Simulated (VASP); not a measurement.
# BN (R3m) in VASP: phonons with PBE+D3(BJ)

Aim: the phonons of BN with PBE+D3(BJ).

Everything below comes from runs of VASP 6.6.1. Logs are shortened: lines on timing, memory, paths and dates and some standing lists are left out, and cuts for length are marked.

## (1) The cell of the first run

Symmetry: R3m, No. 160, trigonal system. Conventional cell: a = 2.477 Å, b = 2.477 Å, c = 8.155 Å, α = 90.00°, β = 90.00°, γ = 120.00°. B (site symmetry 3m) has 3 N at 1.43 Å within 1.9 Å. Within 1.9 Å of N (site symmetry 3m) lie 3 B at 1.43 Å.

## (2) Phonons, PBE+D3(BJ)

INCAR

```
PREC = Accurate ; ENCUT = 520
EDIFF = 1E-8 ; ISMEAR = 0
SIGMA = 0.01 ; LREAL = F
LASPH = T ; NELM = 60
ALGO = Normal ; ISIF = 2
LWAVE = F ; LCHARG = T
GGA = PE ; IVDW = 12
IBRION = 6 ; NFREE = 2
POTIM = 0.015 ; NSW = 1
```

KPOINTS

```
Automatic mesh
0
Gamma
  12 12 12
```

POSCAR

```
BN
1.0
    2.4658708621      0.0022627397     -0.2344671823
   -1.2237563480      2.1407829690      0.2344520596
   -0.9789534805     -0.8640657133      2.7800839901
B N
1 1
Direct
    0.9937508538      0.9927803235     -0.0020828227
    0.6543981462      0.3231036765      0.9888878227
```

Potentials or basis: VASP PAW PBE potentials, release 64 (B, N).

On the command line:

```sh
$ cat potpaw_PBE.64/B/POTCAR potpaw_PBE.64/N/POTCAR > POTCAR
$ mpirun -np 1 vasp_std > vasp.out
```

OUTCAR:

```text
PREC = Accurate
   ENCUT = 520
   EDIFF = 1E-8
   ISMEAR = 0
   LREAL = F
   LASPH = T
   NELM = 60
   ISIF = 2
   GGA = PE
   IVDW = 12
   IBRION = 6
   NFREE = 2
   POTIM = 0.015
   NSW = 1
 IVDW          = 12

 ion  position               nearest neighbor table
   1  0.994  0.993  0.998-   2 1.43   2 1.43   2 1.43
   2  0.654  0.323  0.989-   1 1.43   1 1.43   1 1.43

  LATTYP: Found a trigonal (rhomboedric) cell.
 ALAT       =     3.0714534777
 COS(alpha) =     0.6748132837

  Lattice vectors:

 A1 = (  -0.9789534805,  -0.8640657133,   2.7800839901)
 A2 = (   1.4869173816,  -0.8618029736,   2.5456168078)
 A3 = (   0.2631610336,   1.2789799954,   2.7800688674)

Analysis of symmetry for initial positions (statically):
=====================================================================
 Subroutine PRICEL returns:
 Original cell was already a primitive cell.

 Routine SETGRP: Setting up the symmetry group for a
 trigonal (rhombohedral) supercell.

 Subroutine GETGRP returns: Found  6 space group operations
 (whereof  1 operations were pure point group operations)
 out of a pool of 12 trial point group operations.

The static configuration has the point symmetry C_1 .
 The point group associated with its full space group is C_3v.

Analysis of symmetry for dynamics (positions and initial velocities):
=====================================================================
 Subroutine PRICEL returns:
 Original cell was already a primitive cell.

 Routine SETGRP: Setting up the symmetry group for a
 trigonal (rhombohedral) supercell.

 Subroutine GETGRP returns: Found  6 space group operations
 (whereof  1 operations were pure point group operations)
 out of a pool of 12 trial point group operations.

The dynamic configuration has the point symmetry C_1 .
 The point group associated with its full space group is C_3v.

 Subroutine INISYM returns: Found  6 space group operations
 (whereof  1 operations are pure point group operations),
 and found     1 'primitive' translations

----------------------------------------------------------------------------------------

                                     Primitive cell

  volume of cell :      14.4432

  direct lattice vectors                    reciprocal lattice vectors
     2.465870862  0.002262740 -0.234467182     0.426092940  0.219662639  0.218312872
    -1.223756348  2.140782969  0.234452060     0.013591494  0.458748981  0.147367744
    -0.978953480 -0.864065713  2.780083990     0.034789689 -0.020161608  0.365685546

  length of vectors
     2.476993962  2.476993962  3.071453478     0.526751724  0.482029676  0.367889565

  position of ions in fractional coordinates (direct lattice)
     0.993750854  0.992780323  0.997917177
     0.654398146  0.323103676  0.988887823

  ion indices of the primitive-cell ions
   primitive index   ion index
                 1           1
                 2           2

----------------------------------------------------------------------------------------

 KPOINTS: Automatic mesh

Automatic generation of k-mesh.
 Grid dimensions read from file:
 generate k-points for:   12   12   12

 Generating k-lattice:

  Cartesian coordinates                     Fractional coordinates (reciprocal lattice)
     0.035507745  0.018305220  0.018192739     0.083333333 -0.000000000 -0.000000000
     0.001132625  0.038229082  0.012280645     0.000000000  0.083333333  0.000000000
     0.002899141 -0.001680134  0.030473796     0.000000000 -0.000000000  0.083333333

  Length of vectors
     0.043895977  0.040169140  0.030657464

  Shift w.r.t. Gamma in fractional coordinates (k-lattice)
     0.000000000  0.000000000  0.000000000

 Subroutine IBZKPT returns following result:
 ===========================================

 Found    189 irreducible k-points:

 Following reciprocal coordinates:
            Coordinates               Weight
  0.000000  0.000000  0.000000      1.000000
  0.083333  0.000000  0.000000      6.000000
  0.166667  0.000000  0.000000      6.000000
  0.250000 -0.000000  0.000000      6.000000
  0.333333 -0.000000  0.000000      6.000000
  0.416667  0.000000  0.000000      6.000000
[... 16 lines left out ...]
  0.166667  0.250000  0.000000     12.000000
  0.250000  0.250000  0.000000     12.000000
 [... further k-points ...]
   k-points           NKPTS =    189   k-points in BZ     NKDIM =    189   number of bands    NBANDS=      8
   number of dos      NEDOS =    301   number of ions     NIONS =      2
   total plane-waves  NPLWV =   7776
   dimension x,y,z NGX =    18 NGY =   18 NGZ =   24
   dimension x,y,z NGXF=    36 NGYF=   36 NGZF=   48
   ions per type =               1   1
   NGX,Y,Z   is equivalent  to a cutoff of  12.08, 12.08, 12.99 a.u.
   NGXF,Y,Z  is equivalent  to a cutoff of  24.16, 24.16, 25.98 a.u.
 SYSTEM =  unknown system
   PREC   = accura    normal or accurate (medium, high low for compatibility)
   ISTART =      0    job   : 0-new  1-cont  2-samecut
   ICHARG =      2    charge: 1-file 2-atom 10-const
   ISPIN  =      1    spin polarized calculation?
   LNONCOLLINEAR =      F non collinear calculations
   LSORBIT =      F    spin-orbit coupling
   LASPH  =      T    aspherical Exc in radial PAW
   ENCUT  =  520.0 eV  38.22 Ry    6.18 a.u.   4.61  4.61  5.71*2*pi/ulx,y,z
   NELM   =     60;   NELMIN=  2; NELMDL= -5     # of ELM steps
   EDIFF  = 0.1E-07   stopping-criterion for ELM
   LREAL  =      F    real-space projection
   EDIFFG = 0.1E-06   stopping-criterion for IOM
   NSW    =     61    number of steps for IOM
   IBRION =      6    ionic relax: 0-MD 1-quasi-New 2-CG
   NFREE  =      2    steps in history (QN), initial steepest desc. (CG)
   ISIF   =      2    stress and relaxation
   ISYM   =      2    0-nonsym 1-usesym 2-fastsym
   POTIM  = 0.0150    time-step for ionic-motion
   TEBEG  =    0.0;   TEEND  =   0.0 temperature during run
   PSTRESS=    0.0 pullay stress
   NELECT =       8.0000    total number of electrons
   NUPDOWN=      -1.0000    fix difference up-down
   EMIN   =  10.00;   EMAX   =-10.00  energy-range for DOS
   EFERMI =   0.00;   METHOD = LEGACY
   ISMEAR =     0;   SIGMA  =   0.01  broadening in eV -4-tet -1-fermi 0-gaus
   EFERMI_NEDOS =   21; number of points for ismear=-14 and -15
   IALGO  =     38    algorithm
   IMIX   =      4    mixing-type and parameters
     AMIX     =   0.40;   BMIX     =  1.00
     AMIX_MAG =   1.60;   BMIX_MAG =  1.00
  volume/ion in A,a.u.               =       7.22        48.73
  Fermi-wavevector in a.u.,A,eV,Ry     =   1.344468  2.540676 24.593818  1.807595
  Thomas-Fermi vector in A             =   2.472459
   LORBIT       =      0    0 simple, 1 ext, 2 COOP (PROOUT), +10 PAW based schemes
   GGA     = PE    functional components
   LHFCALC =     F    Hartree Fock is set to
   AEXX    =    0.0000 exact exchange contribution
   IVDW    =    12    specifies the selected vdW correction
   LEPSILON=     F    determine dielectric tensor
   LRPA    =     F    only Hartree local field effects (RPA)
 finite differences with symmetry
 non-spin polarized calculation
 Gauss-broadening in eV      SIGMA  =   0.01
  energy-cutoff  :      520.00
  volume of cell :       14.44
 maximum number of plane-waves:       401
   NGX =  9   NGY =  9   NGZ = 11

--------------------------------------- Ionic step        1  -------------------------------------------

 number of electron       8.0000000 magnetization

 Free energy of the ion-electron system (eV)
  ---------------------------------------------------
  ext. energy  EPLUGINS =         0.00000000
  ---------------------------------------------------
  free energy    TOTEN  =       -17.36918881 eV

  energy without entropy =      -17.36918881  energy(sigma->0) =      -17.36918881

------------------------ aborting loop because EDIFF is reached ----------------------------------------

 Edisp (eV)   -0.36308

 E8    (eV) :    -0.1081
[... 151 lines left out ...]
--------------------------------------- Ionic step        5  -------------------------------------------

 number of electron       7.9999999 magnetization

 Free energy of the ion-electron system (eV)
  ---------------------------------------------------
  ext. energy  EPLUGINS =         0.00000000
  ---------------------------------------------------
  free energy    TOTEN  =       -17.36415093 eV

  energy without entropy =      -17.36415093  energy(sigma->0) =      -17.36415093

 E-fermi :   4.5464     XC(G=0): -11.4762

 val. band max:        4.4468575764   @ k =   0.3333  -0.7500  -0.4167
 cond. band min:       8.0071169835   @ k =   0.5000  -0.0000   0.0000
 fundamental gap:      3.5602594072
 Fermi energy:         4.5463514050

 k-point     1 :       0.0000    0.0000    0.0000
  band No.  band energies     occupation
      1     -14.1958      2.00000
      2       1.6383      2.00000
      3       2.8575      2.00000
      4       3.2134      2.00000
      5      11.3810      0.00000
      6      15.9876      0.00000
      7      16.4685      0.00000
      8      17.8223      0.00000
[... 243 lines left out ...]
 k-point    24 :       0.2500    0.2500    0.0000
  band No.  band energies     occupation
      1     -10.6021      2.00000
      2      -3.5577      2.00000
      3      -1.6371      2.00000
      4       3.0703      2.00000
      5       9.8462      0.00000
      6      17.2680      0.00000
      7      19.0754      0.00000
      8      20.9461      0.00000

 [... further k-points ...]

------------------------ aborting loop because EDIFF is reached ----------------------------------------

 Edisp (eV)   -0.36308

 E8    (eV) :    -0.1081
[... 25 lines left out ...]
  FREE ENERGIE OF THE ION-ELECTRON SYSTEM (eV)
  ---------------------------------------------------
  free  energy   TOTEN  =       -17.7272301866 eV

  energy  without entropy=      -17.7272301866  energy(sigma->0) =      -17.72723019

 INTERNAL STRAIN TENSORS FROM DISPLACED ATOMS
 ============================================

 INTERNAL STRAIN TENSOR FOR ION    1 for displacements in x,y,z  (eV/Angst):
          X           Y           Z          XY          YZ          ZX
  --------------------------------------------------------------------------------
  x     0.09212     0.00257    -0.30216    14.95102    -1.41018     0.06104
  y    14.88784   -14.94275     0.17515    -0.10645    -1.55440    -1.41018
  z     1.20709    -0.40836    -2.97938    -1.41018     0.23833    -0.41119

 INTERNAL STRAIN TENSOR FOR ION    2 for displacements in x,y,z  (eV/Angst):
          X           Y           Z          XY          YZ          ZX
  --------------------------------------------------------------------------------
  x    -0.09343    -0.00406     0.30081   -14.94581     1.40967    -0.06019
  y   -14.88174    14.93827    -0.17436     0.10649     1.55467     1.40967
  z    -1.22230     0.39257     2.96682     1.40967    -0.23843     0.41137

 Eigenvectors and eigenvalues of the dynamical matrix
 ----------------------------------------------------

   1 f  =   42.485576 THz   266.944749 2PiTHz 1417.166282 cm-1   175.706146 meV
             X         Y         Z           dx          dy          dz
      0.258626  1.265310  2.774051    -0.646017    0.374418    0.082103
      0.250186 -0.161288  2.671509     0.567690   -0.329021   -0.072148
[... 21 lines left out ...]
   6 f/i=    0.005052 THz     0.031744 2PiTHz    0.168525 cm-1     0.020894 meV
             X         Y         Z           dx          dy          dz
      0.258626  1.265310  2.774051     0.062438   -0.036184    0.656323
      0.250186 -0.161288  2.671509     0.071019   -0.041157    0.746522

 ELASTIC MODULI CONTR FROM IONIC RELAXATION (kBar)
 Direction    XX          YY          ZZ          XY          YZ          ZX
 --------------------------------------------------------------------------------
 XX        -550.5304    547.2711     12.9205      4.6415     55.9253     54.0144
 YY         547.2711   -551.5096     14.3969     -5.4940    -57.6240    -51.0835
 ZZ          12.9205     14.3969    -99.5361      1.2863      6.2542    -10.7916
 XY           4.6415     -5.4940      1.2863   -555.0881     52.2817     -3.9774
 YZ          55.9253    -57.6240      6.2542     52.2817    -11.2923     -4.4126
 ZX          54.0144    -51.0835    -10.7916     -3.9774     -4.4126     -6.2377
 --------------------------------------------------------------------------------
```

Run time: 2.7 min. Hardware: 1 thread of Intel Xeon Platinum 8259CL at 2.50GHz (Skylake/Cascade Lake), shared host; peak memory 0.28 GiB.

What came out:

* Highest phonon frequency at Γ, LO-TO splitting left out: 1417 cm⁻¹
* Dispersion energy per atom: -0.182 eV

Phonon frequencies in cm⁻¹ (negative: imaginary):
```tsv
q point	frequencies
(0.000, 0.000, 0.000)	0 0 0 667 1417 1417
```

Caveat: the cell stands under pressure or tension, which shifts response properties.
